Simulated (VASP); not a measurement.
Write the native input for VASP 6.6.1 that does the following.

```yaml
Task: single point
Functional: LDA
Potentials_or_basis: VASP PAW LDA potentials, release 64 (As)
Cutoff: 500 eV
k_mesh: 10 × 10 × 10
Occupations: methfessel-paxton, width 0.2 eV
Spin: no spin polarisation
Dipole_correction: no
Further_INCAR_settings: ALGO = Normal; EDIFF = 1e-06; NBANDS = 12
```

The structure of As lies in POSCAR:

```
As
1.0
    1.8799878575      1.0854114956      3.3276505507
   -1.8799878575      1.0854114956      3.3276505507
    0.0000000000     -2.1708229912      3.3276505507
As
2
Direct
    0.7695128170      0.7695128170      0.7695128170
    0.2304871830      0.2304871830      0.2304871830
```

One way to write it, as run:

INCAR

```
ALGO = Normal
EDIFF = 1E-6
ENCUT = 500
GGA = CA
GGA_COMPAT = False
ISIF = 2
ISMEAR = 1
LASPH = True
LCHARG = True
LELF = True
LREAL = False
LVHAR = True
LWAVE = False
NBANDS = 12
NELM = 120
PREC = Accurate
SIGMA = 0.2
```

KPOINTS

```
k-points
0
Gamma
  10 10 10
```

Potentials or basis: VASP PAW LDA potentials, release 64 (As).

Command:

```sh
$ cat potpaw_LDA.64/As/POTCAR > POTCAR
$ mpirun -np 1 vasp_std > vasp.out
```

Results of the run:

- Pressure: 0.5 GPa
- Largest force: 0.056 eV/Å
- Band gap on the k mesh: zero (band 5 reaches 5.96 eV, above the bottom of band 6 at 5.74 eV)

Run time: 24 s on 1 thread of AMD EPYC 9R45 96-Core Processor (Zen 5), with other jobs on the host, peak memory 0.14 GiB.
